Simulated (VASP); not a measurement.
# Be7Hg (Pm-3m) in VASP: notebook, part 2 of 2

VASP 6.6.1. The steps go on from the part before.

### Step 3. Relaxation of cell and atoms, PBE

This run uses another cell than the first one, of 12.58 Å³/atom, 0.995 times its volume.

Input file INCAR:

```
PREC = Accurate
ENCUT = 600
EDIFF = 1E-6
ISMEAR = 0
SIGMA = 0.1
LREAL = F
LASPH = T
NELM = 80
ALGO = Normal
ISIF = 3
LWAVE = F
LCHARG = F
GGA = PE
IBRION = 2
NSW = 100
EDIFFG = -0.01
```

Input file KPOINTS:

```
Automatic mesh
0
Gamma
  8 8 8
```

Input file POSCAR:

```
Be7Hg
1.0
    4.6520391501      0.0000000000      0.0000000000
    0.0000000000      4.6520391501      0.0000000000
    0.0000000000      0.0000000000      4.6520391501
Be Hg
7 1
Direct
    0.5000000000      0.0000000000      0.0000000000
    0.0000000000      0.5000000000      0.0000000000
    0.0000000000      0.0000000000      0.5000000000
    0.0000000000      0.5000000000      0.5000000000
    0.5000000000      0.0000000000      0.5000000000
    0.5000000000      0.5000000000      0.0000000000
    0.5000000000      0.5000000000      0.5000000000
    0.0000000000      0.0000000000      0.0000000000
```

Potentials or basis: VASP PAW PBE potentials, release 64 (Be, Hg).

Launch:

```
$ cat potpaw_PBE.64/Be/POTCAR potpaw_PBE.64/Hg/POTCAR > POTCAR
$ mpirun -np 1 vasp_std > vasp.out
```

OUTCAR:

```text
PREC = Accurate
   ENCUT = 600
   EDIFF = 1E-6
   ISMEAR = 0
   LREAL = F
   LASPH = T
   NELM = 80
   ISIF = 3
   GGA = PE
   IBRION = 2
   NSW = 100
   EDIFFG = -0.01

 ion  position               nearest neighbor table
   1  0.500  0.000  0.000-   5 2.33   6 2.33   8 2.33   5 2.33   6 2.33   8 2.33
   2  0.000  0.500  0.000-   4 2.33   6 2.33   8 2.33   4 2.33   8 2.33   6 2.33
   3  0.000  0.000  0.500-   4 2.33   5 2.33   8 2.33   8 2.33   4 2.33   5 2.33
[... 774 lines left out ...]
  Total        0.0486600      0.0486600      0.0486600     -0.0000000     -0.0000000      0.0000000
  in kB        0.7695018      0.7695018      0.7695018     -0.0000000     -0.0000000      0.0000000
  external PRESSURE =       0.7695018 kB  Pullay stress =       0.0000000 kB

 VOLUME and BASIS-vectors are now :
 -----------------------------------------------------------------------------
  energy-cutoff  :      600.00
  volume of cell :      101.31
      direct lattice vectors                 reciprocal lattice vectors
     4.661843763  0.000000000 -0.000000000     0.214507403 -0.000000000 -0.000000000
     0.000000000  4.661843763 -0.000000000    -0.000000000  0.214507403 -0.000000000
     0.000000000  0.000000000  4.661843763     0.000000000  0.000000000  0.214507403

 POSITION                                       TOTAL-FORCE (eV/Angst)
 -----------------------------------------------------------------------------------
      2.33092      0.00000     -0.00000         0.000000     -0.000000      0.000000
      0.00000      2.33092     -0.00000         0.000000      0.000000      0.000000
      0.00000      0.00000      2.33092         0.000000     -0.000000      0.000000
      0.00000      2.33092      2.33092         0.000000     -0.000000      0.000000
      2.33092      0.00000      2.33092         0.000000     -0.000000      0.000000
      2.33092      2.33092     -0.00000         0.000000     -0.000000      0.000000
      2.33092      2.33092      2.33092         0.000000     -0.000000      0.000000
      0.00000      0.00000      0.00000        -0.000000     -0.000000      0.000000
 -----------------------------------------------------------------------------------
    total drift:                               -0.000000      0.000000      0.000000

  FREE ENERGIE OF THE ION-ELECTRON SYSTEM (eV)
  ---------------------------------------------------
  free  energy   TOTEN  =       -18.1496831867 eV

  energy  without entropy=      -18.1300395821  energy(sigma->0) =      -18.13986138

 reached required accuracy - stopping structural energy minimisation
```

CONTCAR:

```text
Be7Hg
   1.00000000000000
     4.6618437630403529    0.0000000000000000   -0.0000000000000000
     0.0000000000000000    4.6618437630403529   -0.0000000000000000
     0.0000000000000000    0.0000000000000000    4.6618437630403529
  Be              Hg
     7     1
Direct
     0.5000000000000000    0.0000000000000000    0.0000000000000000
     0.0000000000000000    0.5000000000000000    0.0000000000000000
     0.0000000000000000    0.0000000000000000    0.5000000000000000
     0.0000000000000000    0.5000000000000000    0.5000000000000000
     0.5000000000000000    0.0000000000000000    0.5000000000000000
     0.5000000000000000    0.5000000000000000    0.0000000000000000
     0.5000000000000000    0.5000000000000000    0.5000000000000000
     0.0000000000000000    0.0000000000000000    0.0000000000000000

  0.00000000E+00  0.00000000E+00  0.00000000E+00
  0.00000000E+00  0.00000000E+00  0.00000000E+00
  0.00000000E+00  0.00000000E+00  0.00000000E+00
  0.00000000E+00  0.00000000E+00  0.00000000E+00
  0.00000000E+00  0.00000000E+00  0.00000000E+00
  0.00000000E+00  0.00000000E+00  0.00000000E+00
  0.00000000E+00  0.00000000E+00  0.00000000E+00
  0.00000000E+00  0.00000000E+00  0.00000000E+00
```

It took 1.9 min on 1 thread of Oxide Virtual Turin-like, shared host; peak memory 0.26 GiB.

What came out:

| Quantity | Value |
| --- | --- |
| Free energy | -18.1497 eV |
| Relaxed volume | 12.66 Å³/atom |
| Relaxed cell | a = 4.662 Å, b = 4.662 Å, c = 4.662 Å, α = 90.00°, β = 90.00°, γ = 90.00° |
| Space group after relaxing (to 0.05 Å) | Pm-3m (No. 221) |
| Energy gained by relaxing | 0.1 meV/atom |
| Ionic steps | 2 |
| Pressure after relaxing | 0.1 GPa |
| Band gap on the k mesh | zero (band 13 reaches 4.73 eV, above the bottom of band 14 at 3.08 eV) |

The path:
```
step  energy change (eV)  largest force (eV/Å)  pressure (GPa)  volume (Å³)
   1              0.0000                0.0000            0.56       100.68
   2             -0.0012                0.0000            0.08       101.31
```

Final structure:
```cif
data_structure
_symmetry_space_group_name_H-M 'P 1'
_symmetry_Int_Tables_number 1
_cell_length_a 4.6618
_cell_length_b 4.6618
_cell_length_c 4.6618
_cell_angle_alpha 90.000
_cell_angle_beta 90.000
_cell_angle_gamma 90.000
_cell_volume 101.31
loop_
_atom_site_label
_atom_site_type_symbol
_atom_site_fract_x
_atom_site_fract_y
_atom_site_fract_z
_atom_site_occupancy
Be1 Be 0.50000 0.00000 0.00000 1
Be2 Be 0.00000 0.50000 0.00000 1
Be3 Be 0.00000 0.00000 0.50000 1
Be4 Be 0.00000 0.50000 0.50000 1
Be5 Be 0.50000 0.00000 0.50000 1
Be6 Be 0.50000 0.50000 0.00000 1
Be7 Be 0.50000 0.50000 0.50000 1
Hg1 Hg 0.00000 0.00000 0.00000 1
```

Levels at points of the mesh, in eV from the Fermi level:
```csv
k point,band 9,band 10,band 11,band 12,band 13,band 14,band 15,band 16,band 17,band 18
"(0.00, 0.00, 0.00)",-3.95,-3.08,-1.31,-1.31,0.38,0.38,0.38,1.00,1.00,1.00
"(0.50, 0.00, 0.00)",-2.37,-1.90,-1.90,-1.70,-1.22,-0.98,-0.13,2.28,2.28,2.34
"(0.50, 0.50, 0.00)",-5.23,-0.68,-0.50,-0.31,-0.31,0.00,0.00,0.16,0.29,3.83
"(0.50, 0.50, 0.50)",-4.67,-4.34,-3.82,-3.82,-3.82,5.07,5.07,5.07,5.18,5.18
```

Caveat: spin-orbit coupling is left out, which moves the levels of the heavy elements.
